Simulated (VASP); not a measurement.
Here is a VASP 6.6.1 calculation.

File INCAR:

```
SYSTEM = Co
PREC = Accurate
ENCUT = 520
EDIFF = 1E-7
ISMEAR = 0
SIGMA = 0.05
LREAL = .False.
LASPH = .True.
NELM = 150
ALGO = Normal
ISIF = 2
LWAVE = .False.
LCHARG = .True.
ISPIN = 2
MAGMOM = 1.81 1.81
LORBIT = 11
LMAXMIX = 4
GGA = PS
LELF = .True.
LVHAR = .True.
NBANDS = 20
```

The input KPOINTS:

```
regular mesh
0
Gamma
  20 20 10
  0 0 0
```

File POSCAR:

```
Co
1.0
    2.4576034436      0.0000000000      0.0000000000
   -1.2288017218      2.1283470146      0.0000000000
    0.0000000000      0.0000000000      3.9670264278
Co
2
Direct
    0.3333333333      0.6666666667      0.7500000000
    0.6666666667      0.3333333333      0.2500000000
```

Potentials or basis: VASP PAW PBE potentials, release 64 (Co).

Launch:

```console
$ cat potpaw_PBE.64/Co/POTCAR > POTCAR
$ mpirun -np 1 vasp_std > vasp.out
```

Question: Estimate the pressure.

Answer: -0.9 GPa.

Question: Estimate the site moments.

Answer: Co +1.58 μB.

Question: Estimate the net moment.

Answer: 3.15 μB per cell.

Stress tensor (GPa, compression positive):
```
-0.85  0.00  0.00
 0.00 -0.85  0.00
 0.00  0.00 -1.05
```

Caveat: the PAW data sets were made with another functional, which shifts forces and pressure a little.
